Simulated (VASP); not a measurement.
Set up this calculation in VASP 6.6.1, as the native input.

```yaml
Task: single point
Functional: r2SCAN
Potentials_or_basis: VASP PAW PBE potentials, release 64 (In_d, O)
Cutoff: 660 eV
k_mesh: 11 × 11 × 3
Occupations: fermi-dirac, width 0.02 eV
Spin: no spin polarisation
Dipole_correction: no
Further_INCAR_settings: ALGO = Normal; EDIFF = 1e-06; NBANDS = 27
```

System: InO, a slab with vacuum.

```
In O
1.0
     3.41873    0.00000    0.00000
    -1.70936    2.96070    0.00000
     0.00000    0.00000   15.71671
In O
2 2
Cartesian
  1.7094 0.9869 6.4435
  1.7094 0.9869 9.2732
  0.0000 0.0000 5.6601
  0.0000 0.0000 10.0566
```

One way to write it, as run:

POSCAR

```
InO
1.0
    3.4187264282      0.0000000000      0.0000000000
   -1.7093632141      2.9607039354      0.0000000000
    0.0000000000      0.0000000000     15.7167142870
In O
2 2
Direct
    0.6666666667      0.3333333333      0.4099790000
    0.6666666667      0.3333333333      0.5900210000
    0.0000000000      0.0000000000      0.3601330000
    0.0000000000      0.0000000000      0.6398670000
```

INCAR.step1

```
PREC = Accurate
ENCUT = 660
ISMEAR = -1
SIGMA = 0.02
LREAL = False
LASPH = True
NELM = 120
NBANDS = 27
GGA = PE
ALGO = Normal
EDIFF = 1E-5
LWAVE = True
LCHARG = False
GGA_COMPAT = False
```

INCAR.step2

```
PREC = Accurate
ENCUT = 660
EDIFF = 1E-6
ISMEAR = -1
SIGMA = 0.02
LREAL = False
LASPH = True
NELM = 120
ALGO = Normal
ISIF = 2
LWAVE = False
LCHARG = True
METAGGA = R2SCAN
LMIXTAU = True
LELF = True
LVHAR = True
NBANDS = 27
ISTART = 1
GGA_COMPAT = False
```

KPOINTS

```
Automatic mesh
0
Gamma
  11 11 3
```

Potentials or basis: VASP PAW PBE potentials, release 64 (In_d, O).

Command:

```bash
$ cat potpaw_PBE.64/In_d/POTCAR potpaw_PBE.64/O/POTCAR > POTCAR
$ cp INCAR.step1 INCAR
$ mpirun -np 1 vasp_std > vasp.out
$ cp INCAR.step2 INCAR
$ mpirun -np 1 vasp_std > vasp.out
```

It gave:

```yaml
Largest_force: 0.085 eV/Å
Band_gap_on_the_k_mesh: 0.78 eV (least direct gap 1.55 eV)
```

Caveat: there is no dipole correction, which matters where the two faces differ; the PAW data sets were made with another functional, which shifts forces and pressure a little; spin-orbit coupling is left out, which moves the levels of the heavy elements.

Run time: 36 min on 1 thread of Oxide Virtual Turin-like Processor (shared host), peak memory 0.44 GiB.
